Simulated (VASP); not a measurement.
# Si4N: single point with PBE

Crystal: Si4N.

```
Si N
1.0
     2.64623    1.52780    3.14017
    -2.64623    1.52780    3.14017
     0.00000   -3.05560    3.14017
Si N
4 1
Direct
  0.66713 0.09703 0.66713
  0.66713 0.66713 0.09703
  0.09703 0.66713 0.66713
  0.38295 0.38295 0.38295
  0.08826 0.08826 0.08826
```

The cell was built from a structure type or drawn by symmetry, and may not be a known phase.

* Program: VASP 6.6.1
* Task: single point
* Functional: PBE
* Potentials or basis: VASP PAW PBE potentials, release 64 (Si, N)
* Cutoff: 520 eV
* k mesh: 6 × 6 × 6
* Occupations: gaussian, width 0.1 eV
* Spin: collinear spin, ferromagnetic start
* Starting moments: [0.0, 0.0, 0.0, 0.0, 1.0] μB

The pressure is 26.5 GPa, the largest force is 10.161 eV/Å and the net moment is 0.00 μB per cell. The valence electrons inside the program's atomic spheres are Si 1.73, 2.01 (each value once); N 3.36.

Forces in eV/Å, atoms in the order of the input:
```
Si    4.126  -2.382   3.278
Si    0.000   4.765   3.278
Si   -4.126  -2.382   3.278
Si    0.000   0.000 -10.161
N     0.000   0.000   0.325
```

Stress tensor (GPa, compression positive):
```
36.10  0.00  0.00
 0.00 36.10  0.00
 0.00  0.00  7.38
```

Levels at points of the mesh, in eV from the Fermi level:
Spin up:
| k point | band 8 | band 9 | band 10 | band 11 | band 12 | band 13 |
| --- | --- | --- | --- | --- | --- | --- |
| (0.00, 0.00, 0.00) | -2.15 | -0.76 | -0.17 | -0.17 | 0.32 | 0.90 |
| (0.50, 0.00, 0.00) | -2.35 | -1.96 | -1.93 | -1.04 | -0.38 | 0.51 |
| (0.50, 0.50, 0.00) | -2.04 | -1.88 | -0.74 | -0.10 | 0.79 | 1.65 |
| (0.50, 0.50, 0.50) | -5.43 | -0.17 | 1.14 | 1.14 | 1.31 | 3.16 |
Spin down:
```csv
k point,band 6,band 7,band 8,band 9,band 10,band 11,band 12,band 13,band 14,band 15
"(0.00, 0.00, 0.00)",-4.46,-4.46,-2.15,-0.76,-0.17,-0.17,0.32,0.90,0.90,2.49
"(0.50, 0.00, 0.00)",-3.05,-2.90,-2.35,-1.96,-1.93,-1.04,-0.38,0.51,2.86,3.45
"(0.50, 0.50, 0.00)",-4.35,-3.19,-2.04,-1.88,-0.74,-0.10,0.79,1.65,3.27,3.64
"(0.50, 0.50, 0.50)",-6.43,-5.43,-5.43,-0.17,1.14,1.14,1.31,3.16,3.16,5.67
```

Run time: 110 s on 1 thread of AMD EPYC 7R43 64-Core Processor (Zen 3) (shared host), peak memory 0.24 GiB.

Caveat: the cell stands under pressure; forces of over 1 eV/Å act on the atoms, so gaps and moduli don't describe the material at rest.
